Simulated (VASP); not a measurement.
# AlNi (Pm-3m) in VASP: notebook

AlNi is run at these levels: PBE; tasks: single point, relaxation of cell and atoms.

Program: VASP 6.6.1. These are calculated values, not measurements. Logs are shortened: lines on timing, memory, paths and dates and some standing lists are left out, and cuts for length are marked.

### Step 1. The cell of the first run

It takes space group Pm-3m (No. 221, cubic). The conventional cell has a = 2.894 Å, b = 2.894 Å, c = 2.894 Å, α = 90.00°, β = 90.00°, γ = 90.00°. Within 3.3 Å of Al (site symmetry m-3m) lie 8 Ni at 2.51 Å and 6 Al at 2.89 Å. Within 3.3 Å of Ni (site symmetry m-3m) lie 8 Al at 2.51 Å and 6 Ni at 2.89 Å.

### Step 2. Single point, PBE, collinear spin, ferromagnetic start

INCAR

```
PREC = Accurate
ENCUT = 520
EDIFF = 1E-6
ISMEAR = -1
SIGMA = 0.05
LREAL = False
LASPH = True
NELM = 150
ALGO = Normal
ISIF = 2
LWAVE = False
LCHARG = False
ISPIN = 2
MAGMOM = 0 1.5
LORBIT = 11
LMAXMIX = 4
GGA = PE
NBANDS = 18
```

KPOINTS

```
Automatic mesh
0
Gamma
  11 11 11
```

POSCAR

```
AlNi
1.0
    2.8941257619      0.0000000000      0.0000000000
    0.0000000000      2.8941257619      0.0000000000
    0.0000000000      0.0000000000      2.8941257619
Al Ni
1 1
Direct
    0.0000000000      0.0000000000      0.0000000000
    0.5000000000      0.5000000000      0.5000000000
```

Potentials or basis: VASP PAW PBE potentials, release 64 (Al, Ni).

The run is started by

```sh
> cat potpaw_PBE.64/Al/POTCAR potpaw_PBE.64/Ni/POTCAR > POTCAR
> mpirun -np 1 vasp_std > vasp.out
```

OUTCAR:

```text
PREC = Accurate
   ENCUT = 520
   EDIFF = 1E-6
   ISMEAR = -1
   LREAL = False
   LASPH = True
   NELM = 150
   ISIF = 2
   ISPIN = 2
   LORBIT = 11
   GGA = PE

 ion  position               nearest neighbor table
   1  0.000  0.000  0.000-   2 2.51   2 2.51   2 2.51   2 2.51   2 2.51   2 2.51   2 2.51   2 2.51

   2  0.500  0.500  0.500-   1 2.51   1 2.51   1 2.51   1 2.51   1 2.51   1 2.51   1 2.51   1 2.51

  LATTYP: Found a simple cubic cell.
 ALAT       =     2.8941257619

  Lattice vectors:

 A1 = (   2.8941257619,   0.0000000000,   0.0000000000)
 A2 = (   0.0000000000,   2.8941257619,   0.0000000000)
 A3 = (   0.0000000000,   0.0000000000,   2.8941257619)

Analysis of symmetry for initial positions (statically):
=====================================================================
 Subroutine PRICEL returns:
 Original cell was already a primitive cell.

 Routine SETGRP: Setting up the symmetry group for a
 simple cubic supercell.

 Subroutine GETGRP returns: Found 48 space group operations
 (whereof 48 operations were pure point group operations)
 out of a pool of 48 trial point group operations.

The static configuration has the point symmetry O_h .

Analysis of symmetry for dynamics (positions and initial velocities):
=====================================================================
 Subroutine PRICEL returns:
 Original cell was already a primitive cell.

 Routine SETGRP: Setting up the symmetry group for a
 simple cubic supercell.

 Subroutine GETGRP returns: Found 48 space group operations
 (whereof 48 operations were pure point group operations)
 out of a pool of 48 trial point group operations.

The dynamic configuration has the point symmetry O_h .

Analysis of structural, dynamic, and magnetic symmetry:
=====================================================================
 Subroutine PRICEL returns:
 Original cell was already a primitive cell.

 Routine SETGRP: Setting up the symmetry group for a
 simple cubic supercell.

 Subroutine GETGRP returns: Found 48 space group operations
 (whereof 48 operations were pure point group operations)
 out of a pool of 48 trial point group operations.

The overall configuration has the point symmetry O_h .

 Subroutine INISYM returns: Found 48 space group operations
 (whereof 48 operations are pure point group operations),
 and found     1 'primitive' translations

----------------------------------------------------------------------------------------

[... 108 lines left out ...]
   EFERMI_NEDOS =   21; number of points for ismear=-14 and -15
   IALGO  =     38    algorithm
   IMIX   =      4    mixing-type and parameters
     AMIX     =   0.40;   BMIX     =  1.00
     AMIX_MAG =   1.60;   BMIX_MAG =  1.00
  volume/ion in A,a.u.               =      12.12        81.79
  Fermi-wavevector in a.u.,A,eV,Ry     =   1.330062  2.513453 24.069589  1.769065
  Thomas-Fermi vector in A             =   2.459177
   LORBIT       =     11    0 simple, 1 ext, 2 COOP (PROOUT), +10 PAW based schemes
   GGA     = PE    functional components
   LHFCALC =     F    Hartree Fock is set to
   AEXX    =    0.0000 exact exchange contribution
   IVDW    =     0    specifies the selected vdW correction
   LEPSILON=     F    determine dielectric tensor
   LRPA    =     F    only Hartree local field effects (RPA)
 spin polarized calculation
  energy-cutoff  :      520.00
  volume of cell :       24.24
 maximum number of plane-waves:       667
 NGX is ok and might be reduce to    24
   NGX = 11   NGY = 11   NGZ = 11

 number of electron      13.0000013 magnetization      -0.0016142

 number of electron      13.0000013 magnetization       0.0003549

 Free energy of the ion-electron system (eV)
  ---------------------------------------------------
  ext. energy  EPLUGINS =         0.00000000
  ---------------------------------------------------
  free energy    TOTEN  =       -10.53942898 eV

  energy without entropy =      -10.53080831  energy(sigma->0) =      -10.53511864

 E-fermi :   9.8453     XC(G=0): -11.9823

 val. band max:        9.7317816050   @ k =   0.3636   0.1818   0.0909
 cond. band min:       9.8499901579   @ k =   0.3636   0.2727   0.0909
 fundamental gap:      0.1182085529
 Fermi energy:         9.8453382280

 spin component 1

 k-point     1 :       0.0000    0.0000    0.0000
  band No.  band energies     occupation
      1      -1.1914      1.00000
      2       6.6933      1.00000
      3       6.6933      1.00000
      4       8.3423      1.00000
      5       8.3423      1.00000
      6       8.3423      1.00000
[... 493 lines left out ...]
     17      30.6717      0.00000
     18      35.1123      0.00000

 [... further k-points ...]

 spin component 2

 k-point     1 :       0.0000    0.0000    0.0000
  band No.  band energies     occupation
      1      -1.1915      1.00000
      2       6.6934      1.00000
      3       6.6934      1.00000
      4       8.3423      1.00000
      5       8.3423      1.00000
      6       8.3423      1.00000
[... 493 lines left out ...]
     17      30.6716      0.00000
     18      35.1115      0.00000

 [... further k-points ...]
[... 5 lines left out ...]
  --------------------------------------------------------------------------------------
  -------------------------------------------------------------------------------------
  Total        0.0062018      0.0062018      0.0062018      0.0000000     -0.0000000      0.0000000
  in kB        0.4098958      0.4098958      0.4098958      0.0000000     -0.0000000      0.0000000
  external PRESSURE =       0.4098958 kB  Pullay stress =       0.0000000 kB

 VOLUME and BASIS-vectors are now :
 -----------------------------------------------------------------------------
  energy-cutoff  :      520.00
  volume of cell :       24.24
      direct lattice vectors                 reciprocal lattice vectors
     2.894125762  0.000000000  0.000000000     0.345527486  0.000000000  0.000000000
     0.000000000  2.894125762  0.000000000     0.000000000  0.345527486  0.000000000
     0.000000000  0.000000000  2.894125762     0.000000000  0.000000000  0.345527486

 POSITION                                       TOTAL-FORCE (eV/Angst)
 -----------------------------------------------------------------------------------
      0.00000      0.00000      0.00000         0.000000      0.000000      0.000000
      1.44706      1.44706      1.44706         0.000000      0.000000      0.000000
 -----------------------------------------------------------------------------------
    total drift:                                0.000000      0.000000     -0.000000

  FREE ENERGIE OF THE ION-ELECTRON SYSTEM (eV)
  ---------------------------------------------------
  free  energy   TOTEN  =       -10.5394289764 eV

  energy  without entropy=      -10.5308083084  energy(sigma->0) =      -10.53511864

 total charge

# of ion       s       p       d       tot
------------------------------------------
    1        0.383   0.409   0.000   0.792
    2        0.470   0.501   8.471   9.442
--------------------------------------------------
tot          0.854   0.910   8.471  10.234

 magnetization (x)

# of ion       s       p       d       tot
------------------------------------------
    1        0.000   0.000   0.000   0.000
    2       -0.000  -0.000   0.000   0.000
--------------------------------------------------
tot          0.000   0.000   0.000   0.000
```

OSZICAR:

```text
N       E                     dE             d eps       ncg     rms          rms(c)
DAV:   1     0.457641828806E+02    0.45764E+02   -0.50502E+03  4128   0.757E+02
DAV:   2    -0.918089896341E+01   -0.54945E+02   -0.48300E+02  4374   0.162E+02
DAV:   3    -0.117992909688E+02   -0.26184E+01   -0.25720E+01  4872   0.364E+01
DAV:   4    -0.118336643769E+02   -0.34373E-01   -0.34345E-01  4602   0.370E+00
DAV:   5    -0.118344622286E+02   -0.79785E-03   -0.79779E-03  4758   0.608E-01    0.130E+01
DAV:   6    -0.143417959801E+02   -0.25073E+01   -0.43977E+01  4600   0.782E+01    0.177E+01
DAV:   7    -0.105657991542E+02    0.37760E+01   -0.13415E+01  4584   0.458E+01    0.189E+00
DAV:   8    -0.105508283313E+02    0.14971E-01   -0.40255E-01  5290   0.607E+00    0.111E+00
DAV:   9    -0.105387754842E+02    0.12053E-01   -0.48094E-02  4828   0.191E+00    0.646E-01
DAV:  10    -0.105392728158E+02   -0.49733E-03   -0.14108E-03  5238   0.369E-01    0.237E-01
DAV:  11    -0.105393186814E+02   -0.45866E-04   -0.30830E-03  5298   0.483E-01    0.105E-01
DAV:  12    -0.105394293616E+02   -0.11068E-03   -0.32609E-04  5192   0.169E-01    0.354E-02
DAV:  13    -0.105394292805E+02    0.81162E-07   -0.12124E-05  5068   0.289E-02    0.179E-02
DAV:  14    -0.105394289764E+02    0.30408E-06   -0.18609E-06  3252   0.158E-02
   1 F= -.10539429E+02 E0= -.10535119E+02  d E =-.862067E-02  mag=    -0.0001
```

stdout:

```text
POSCAR found type information on POSCAR AlNi
 POSCAR found :  2 types and       2 ions
 scaLAPACK will be used
 LDA part: xc-table for (Slater+PW92), standard interpolation
 POSCAR, INCAR and KPOINTS ok, starting setup
 FFT: planning ... GRIDC
 FFT: planning ... GRID_SOFT
 FFT: planning ... GRID
 WAVECAR not read
 entering main loop
```

Wall time 80 s (1 thread of AMD EPYC 7R13, shared host); peak memory 0.14 GiB.

What came out:

```
Free energy                                           : -10.5394 eV
Pressure                                              : 0.0 GPa
Net moment                                            : 0.00 μB per cell
Valence electrons inside the program's atomic spheres : Al 0.79; Ni 9.44
```

Levels at points of the mesh, in eV from the Fermi level:
Spin up:
```csv
k point,band 3,band 4,band 5,band 6,band 7,band 8,band 9,band 10
"(0.00, 0.00, 0.00)",-3.15,-1.50,-1.50,-1.50,5.44,5.44,5.44,8.08
```
Spin down:
```
           k point  band 3  band 4  band 5  band 6  band 7  band 8  band 9  band 10
(0.00, 0.00, 0.00)   -3.15   -1.50   -1.50   -1.50    5.44    5.44    5.44     8.08
```

(Part 1 of 2 ends here.)
